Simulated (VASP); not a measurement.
# Ta (Im-3m) in VASP: notebook, part 2 of 2

VASP 6.6.1.

## Step 5: Single point, PBEsol

This run uses another cell than the first one: it holds 4 atoms, not 1.

File INCAR:

```
SYSTEM = Ta
PREC = Accurate
ENCUT = 520
EDIFF = 1E-6
ISMEAR = 0
SIGMA = 0.15
LREAL = .False.
LASPH = .True.
NELM = 60
ALGO = Fast
ISIF = 2
LWAVE = .False.
LCHARG = .False.
GGA = PS
NBANDS = 30
```

File KPOINTS:

```
Automatic mesh
0
Gamma
  17 17 5
  0 0 0
```

File POSCAR:

```
Ta
1.0
   -1.6512800000      1.6512800000     -1.6512800000
   -1.6512800000     -1.6512800000      1.6512800000
    0.0000000000      6.6051200000      6.6051200000
Ta
4
Direct
    0.0000000000      0.0000000000      0.0000000000
    0.5000000000      0.5000000000      0.2500000000
    0.0000000000      0.0000000000      0.5000000000
    0.5000000000      0.5000000000      0.7500000000
```

Potentials or basis: VASP PAW PBE potentials, release 64 (Ta_pv).

Started as:

```
> cat potpaw_PBE.64/Ta_pv/POTCAR > POTCAR
> mpirun -np 1 vasp_std > vasp.out
```

OUTCAR:

```text
SYSTEM = Ta
   PREC = Accurate
   ENCUT = 520
   EDIFF = 1E-6
   ISMEAR = 0
   LREAL = .False.
   LASPH = .True.
   NELM = 60
   ISIF = 2
   GGA = PS

 ion  position               nearest neighbor table
   1  0.000  0.000  0.000-   2 2.86   4 2.86   2 2.86   4 2.86   2 3.30   4 3.30   2 3.30   4 3.30

   2  0.500  0.500  0.250-   1 2.86   3 2.86   1 2.86   3 2.86   1 3.30   3 3.30   1 3.30   3 3.30

   3  0.000  0.000  0.500-   2 2.86   4 2.86   2 2.86   4 2.86   2 3.30   4 3.30   2 3.30   4 3.30

   4  0.500  0.500  0.750-   1 2.86   3 2.86   1 2.86   3 2.86   1 3.30   3 3.30   1 3.30   3 3.30

  LATTYP: Found a base centered orthorhombic cell.
 ALAT       =     3.3025600000
 B/A-ratio  =     1.4142135624
 C/A-ratio  =     2.8284271247

  Lattice vectors:

 A1 = (  -1.6512800000,   1.6512800000,  -1.6512800000)
 A2 = (  -1.6512800000,  -1.6512800000,   1.6512800000)
 A3 = (   0.0000000000,   6.6051200000,   6.6051200000)

Analysis of symmetry for initial positions (statically):
=====================================================================
 Subroutine PRICEL returns following result:

  LATTYP: Found a body centered cubic cell.
 ALAT       =     3.3025600000

  Lattice vectors:

 A1 = (   1.6512800000,   1.6512800000,  -1.6512800000)
 A2 = (  -1.6512800000,  -1.6512800000,  -1.6512800000)
 A3 = (  -1.6512800000,   1.6512800000,   1.6512800000)

   4 primitive cells build up your supercell.

 Routine SETGRP: Setting up the symmetry group for a
 base centered orthorhombic supercell.

 Subroutine GETGRP returns: Found  8 space group operations
 (whereof  8 operations were pure point group operations)
 out of a pool of  8 trial point group operations.

The static configuration has the point symmetry D_2h.

Analysis of symmetry for dynamics (positions and initial velocities):
=====================================================================
 Subroutine PRICEL returns following result:

  LATTYP: Found a body centered cubic cell.
 ALAT       =     3.3025600000

  Lattice vectors:

 A1 = (   1.6512800000,   1.6512800000,  -1.6512800000)
 A2 = (  -1.6512800000,  -1.6512800000,  -1.6512800000)
 A3 = (  -1.6512800000,   1.6512800000,   1.6512800000)

   4 primitive cells build up your supercell.

 Routine SETGRP: Setting up the symmetry group for a
 base centered orthorhombic supercell.

 Subroutine GETGRP returns: Found  8 space group operations
 (whereof  8 operations were pure point group operations)
 out of a pool of  8 trial point group operations.

The dynamic configuration has the point symmetry D_2h.

 Subroutine INISYM returns: Found  8 space group operations
 (whereof  8 operations are pure point group operations),
 and found     4 'primitive' translations

----------------------------------------------------------------------------------------

                                     Primitive cell

  volume of cell :      18.0104

  direct lattice vectors                    reciprocal lattice vectors
     1.651280000  1.651280000 -1.651280000     0.000000000  0.302795407 -0.302795407
    -1.651280000 -1.651280000 -1.651280000    -0.302795407  0.000000000 -0.302795407
    -1.651280000  1.651280000  1.651280000    -0.302795407  0.302795407  0.000000000

  length of vectors
[... 37 lines left out ...]
  0.000000  0.000000  0.000000      1.000000
  0.058824  0.000000  0.000000      4.000000
  0.117647  0.000000  0.000000      4.000000
  0.176471  0.000000  0.000000      4.000000
  0.235294  0.000000  0.000000      4.000000
  0.294118  0.000000  0.000000      4.000000
[... 16 lines left out ...]
 -0.176471  0.058824  0.000000      4.000000
 -0.117647  0.058824  0.000000      4.000000
 [... further k-points ...]
   k-points           NKPTS =    243   k-points in BZ     NKDIM =    243   number of bands    NBANDS=     30
   number of dos      NEDOS =    301   number of ions     NIONS =      4
   total plane-waves  NPLWV =  40320
   dimension x,y,z NGX =    24 NGY =   24 NGZ =   70
   dimension x,y,z NGXF=    48 NGYF=   48 NGZF=  140
   ions per type =               4
   NGX,Y,Z   is equivalent  to a cutoff of  13.95, 13.95, 12.46 a.u.
   NGXF,Y,Z  is equivalent  to a cutoff of  27.90, 27.90, 24.92 a.u.
 SYSTEM =  Ta
   PREC   = accura    normal or accurate (medium, high low for compatibility)
   ISTART =      0    job   : 0-new  1-cont  2-samecut
   ICHARG =      2    charge: 1-file 2-atom 10-const
   ISPIN  =      1    spin polarized calculation?
   LNONCOLLINEAR =      F non collinear calculations
   LSORBIT =      F    spin-orbit coupling
   LASPH  =      T    aspherical Exc in radial PAW
   ENCUT  =  520.0 eV  38.22 Ry    6.18 a.u.   5.32  5.32 17.37*2*pi/ulx,y,z
   NELM   =     60;   NELMIN=  2; NELMDL= -5     # of ELM steps
   EDIFF  = 0.1E-05   stopping-criterion for ELM
   LREAL  =      F    real-space projection
   EDIFFG = 0.1E-04   stopping-criterion for IOM
   NSW    =      0    number of steps for IOM
   IBRION =     -1    ionic relax: 0-MD 1-quasi-New 2-CG
   NFREE  =      0    steps in history (QN), initial steepest desc. (CG)
   ISIF   =      2    stress and relaxation
   ISYM   =      2    0-nonsym 1-usesym 2-fastsym
   POTIM  = 0.5000    time-step for ionic-motion
   TEBEG  =    0.0;   TEEND  =   0.0 temperature during run
   PSTRESS=    0.0 pullay stress
   NELECT =      44.0000    total number of electrons
   NUPDOWN=      -1.0000    fix difference up-down
   EMIN   =  10.00;   EMAX   =-10.00  energy-range for DOS
   EFERMI =   0.00;   METHOD = LEGACY
   ISMEAR =     0;   SIGMA  =   0.15  broadening in eV -4-tet -1-fermi 0-gaus
   EFERMI_NEDOS =   21; number of points for ismear=-14 and -15
   IALGO  =     68    algorithm
   IMIX   =      4    mixing-type and parameters
     AMIX     =   0.40;   BMIX     =  1.00
     AMIX_MAG =   1.60;   BMIX_MAG =  1.00
  volume/ion in A,a.u.               =      18.01       121.54
  Fermi-wavevector in a.u.,A,eV,Ry     =   1.388988  2.624806 26.249534  1.929286
  Thomas-Fermi vector in A             =   2.513061
   LORBIT       =      0    0 simple, 1 ext, 2 COOP (PROOUT), +10 PAW based schemes
   GGA     = PS    functional components
   LHFCALC =     F    Hartree Fock is set to
   AEXX    =    0.0000 exact exchange contribution
   IVDW    =     0    specifies the selected vdW correction
   LEPSILON=     F    determine dielectric tensor
   LRPA    =     F    only Hartree local field effects (RPA)
 non-spin polarized calculation
 RMM-DIIS sequential band-by-band and
 Gauss-broadening in eV      SIGMA  =   0.15
  energy-cutoff  :      520.00
  volume of cell :       72.04
 maximum number of plane-waves:      1965
 NGX is ok and might be reduce to    24

 number of electron      43.9999997 magnetization

 Free energy of the ion-electron system (eV)
  ---------------------------------------------------
  ext. energy  EPLUGINS =         0.00000000
  ---------------------------------------------------
  free energy    TOTEN  =       -50.22014299 eV

  energy without entropy =      -50.16014837  energy(sigma->0) =      -50.19014568

 E-fermi :   5.3174     XC(G=0): -12.7288

 val. band max:        5.3167188322   @ k =   0.2941   0.2353   0.4000
 cond. band min:       5.3184744723   @ k =   0.0588   0.0000   0.4000
 fundamental gap:      0.0017556401
 Fermi energy:         5.3173830629

 k-point     1 :       0.0000    0.0000    0.0000
  band No.  band energies     occupation
      1     -28.8862      2.00000
      2     -28.3216      2.00000
      3     -28.3216      2.00000
      4     -28.0867      2.00000
      5     -27.8991      2.00000
      6     -27.8991      2.00000
[... 781 lines left out ...]
     29       8.7164      0.00000
     30       8.7189      0.00000

 [... further k-points ...]

------------------------ aborting loop because EDIFF is reached ----------------------------------------

  FORCE on cell =-STRESS in cart. coord.  units (eV):
  Direction    XX          YY          ZZ          XY          YZ          ZX
  --------------------------------------------------------------------------------------
  -------------------------------------------------------------------------------------
  Total       -1.6485838     -1.6683897     -1.6683897     -0.0000000     -0.0427206      0.0000000
  in kB      -36.6639679    -37.1044450    -37.1044450     -0.0000000     -0.9500921      0.0000000
  external PRESSURE =     -36.9576193 kB  Pullay stress =       0.0000000 kB

 VOLUME and BASIS-vectors are now :
 -----------------------------------------------------------------------------
  energy-cutoff  :      520.00
  volume of cell :       72.04
      direct lattice vectors                 reciprocal lattice vectors
    -1.651280000  1.651280000 -1.651280000    -0.302795407  0.151397704 -0.151397704
    -1.651280000 -1.651280000  1.651280000    -0.302795407 -0.151397704  0.151397704
     0.000000000  6.605120000  6.605120000     0.000000000  0.075698852  0.075698852

 POSITION                                       TOTAL-FORCE (eV/Angst)
 -----------------------------------------------------------------------------------
      0.00000      0.00000      0.00000        -0.000000     -0.000000     -0.000000
     -1.65128      1.65128      1.65128         0.000000     -0.000000     -0.000000
      0.00000      3.30256      3.30256        -0.000000      0.000000      0.000000
     -1.65128      4.95384      4.95384        -0.000000      0.000000      0.000000
 -----------------------------------------------------------------------------------
    total drift:                               -0.000000      0.000000     -0.000000

  FREE ENERGIE OF THE ION-ELECTRON SYSTEM (eV)
  ---------------------------------------------------
  free  energy   TOTEN  =       -50.2201429933 eV

  energy  without entropy=      -50.1601483675  energy(sigma->0) =      -50.19014568
```

stdout:

```text
POSCAR found type information on POSCAR Ta
 POSCAR found :  1 types and       4 ions
 scaLAPACK will be used
 -----------------------------------------------------------------------------
|                                                                             |
|                                                                             |
|     You enforced a specific xc type in the INCAR file but a different       |
|     I HOPE YOU KNOW WHAT YOU ARE DOING!                                     |
|                                                                             |
 -----------------------------------------------------------------------------

 LDA part: xc-table for (Slater+PW92), standard interpolation
 POSCAR, INCAR and KPOINTS ok, starting setup
 FFT: planning ... GRIDC
 FFT: planning ... GRID_SOFT
 FFT: planning ... GRID
 WAVECAR not read
 entering main loop
WARNING in EDDRMM: call to ZHEGV failed, returncode =   8  4     30
```

Run time: 8.2 min. Hardware: 1 thread of Oxide Virtual Turin-like, shared host; peak memory 0.44 GiB.

What came out:

* Free energy: -50.2201 eV
* Pressure: -3.7 GPa
* Band gap on the k mesh: zero (band 22 reaches 6.69 eV, above the bottom of band 23 at 4.70 eV)

Levels at points of the mesh, in eV from the Fermi level:
```csv
k point,band 18,band 19,band 20,band 21,band 22,band 23,band 24,band 25,band 26,band 27
"(0.00, 0.00, 0.00)",-0.56,-0.56,-0.09,-0.09,0.72,0.72,0.72,1.61,3.33,3.33
```

Caveat: the PAW data sets were made with another functional, which shifts forces and pressure a little; spin-orbit coupling is left out, which moves the levels of the heavy elements.

## Step 6: The runs side by side

```csv
cell,k mesh,gap on the mesh (eV),pressure (GPa)
"a = 2.860 Å, angles 109.5°, 1 atom",20 × 20 × 20,none,-3.6
"a = 2.860 Å, angles 109.5°, 1 atom",22 × 22 × 22,none,-3.6
"a = 5.720 Å, angles 109.5°, 8 atoms",10 × 10 × 10,none,-3.6
"a = 2.860, b = 2.860, c = 9.341 Å, angles 90.0, 90.0, 109.5°, 4 atoms",17 × 17 × 5,none,-3.7
```

Alike in all rows: task single point; level PBEsol; potentials or basis VASP PAW PBE potentials, release 64 (Ta_pv); no spin polarisation; cutoff (eV) 520; smearing gaussian 0.15 eV.

Caveats: the PAW data sets were made with another functional, which shifts forces and pressure a little; spin-orbit coupling is left out, which moves the levels of the heavy elements.

Total energies depend on the potentials used, so only differences within one code and one set of settings carry meaning.
